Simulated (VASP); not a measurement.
Here is a VASP 6.6.1 calculation.

Contents of INCAR:

```
PREC = Accurate ; ENCUT = 520
EDIFF = 1E-6 ; ISMEAR = 0
SIGMA = 0.02 ; LREAL = F
LASPH = T ; NELM = 60
ALGO = Normal ; ISIF = 2
LWAVE = F ; LCHARG = F
GGA = PE ; NBANDS = 14
```

File KPOINTS:

```
regular mesh
0
Gamma
  6 6 6
```

POSCAR

```
NaI
1.0
    0.0000000000      3.2646422433      3.2646422433
    3.2646422433      0.0000000000      3.2646422433
    3.2646422433      3.2646422433      0.0000000000
Na I
1 1
Direct
    0.5000000000      0.5000000000      0.5000000000
    0.0000000000      0.0000000000      0.0000000000
```

Potentials or basis: VASP PAW PBE potentials, release 64 (Na_pv, I).

Run with:

```sh
$ cat potpaw_PBE.64/Na_pv/POTCAR potpaw_PBE.64/I/POTCAR > POTCAR
$ mpirun -np 1 vasp_std > vasp.out
```

Task: Estimate the pressure.

Result: 0.0 GPa.

Task: Predict the band gap on the k mesh.

Result: 3.57 eV, direct.

Caveat: spin-orbit coupling is left out, which moves the levels of the heavy elements.
